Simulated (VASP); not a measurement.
# Au: relaxation of cell and atoms with PBE

The system is Au.

```
CELL_PARAMETERS angstrom
0.00000 3.08188 3.08188
3.08188 0.00000 3.08188
3.08188 3.08188 0.00000
ATOMIC_POSITIONS crystal
Au 0.00000 0.00000 0.00000
Au 0.25000 0.25000 0.25000
```

This isn't the form of Au at room conditions, which is fcc.

```yaml
Program: VASP 6.6.1
Task: relaxation of cell and atoms
Functional: PBE
Potentials_or_basis: VASP PAW PBE potentials, release 64 (Au)
Cutoff: 600 eV
k_mesh: 16 × 16 × 16
Occupations: gaussian, width 0.1 eV
Spin: no spin polarisation
Dipole_correction: no
Further_INCAR_settings: ALGO = Fast; EDIFF = 1e-06; IBRION = 2; EDIFFG = -0.01; NSW = 100; ISIF = 3
```

```json
{"Relaxed volume": "29.21 Å³/atom", "Relaxed cell": "a = 4.355 Å, b = 4.355 Å, c = 4.355 Å, α = 60.00°, β = 60.00°, γ = 60.00°", "Space group after relaxing (to 0.1 Å)": "Fd-3m (No. 227)", "Energy gained by relaxing": "0.0 meV/atom", "Ionic steps": "2", "Pressure after relaxing": "0.0 GPa", "Band gap on the k mesh": "zero (bands 11 and 12 overlap by 0.64 eV)"}
```

Final structure:
```xyz
2
Lattice="0.0000 3.0797 3.0797 3.0797 0.0000 3.0797 3.0797 3.0797 0.0000" Properties=species:S:1:pos:R:3 pbc="T T T"
Au    0.0000    0.0000    0.0000
Au    1.5399    1.5399    1.5399
```

Levels at points of the mesh, in eV from the Fermi level:
```
           k point  band 8  band 9  band 10  band 11  band 12  band 13  band 14  band 15
(0.00, 0.00, 0.00)   -2.23   -2.23    -1.26    -1.26     8.46     9.47     9.47     9.47
(0.50, 0.00, 0.00)   -2.00   -1.39    -1.39    -0.74    -0.38     6.72     6.72     8.62
(0.50, 0.50, 0.00)   -2.69   -1.23    -1.23     0.26     0.26     3.77     3.77     7.97
```

Wall time 4.5 min on 1 thread of Intel Xeon 8259CL (shared host), peak memory 0.31 GiB.

Caveat: spin-orbit coupling is left out, which moves the levels of the heavy elements.
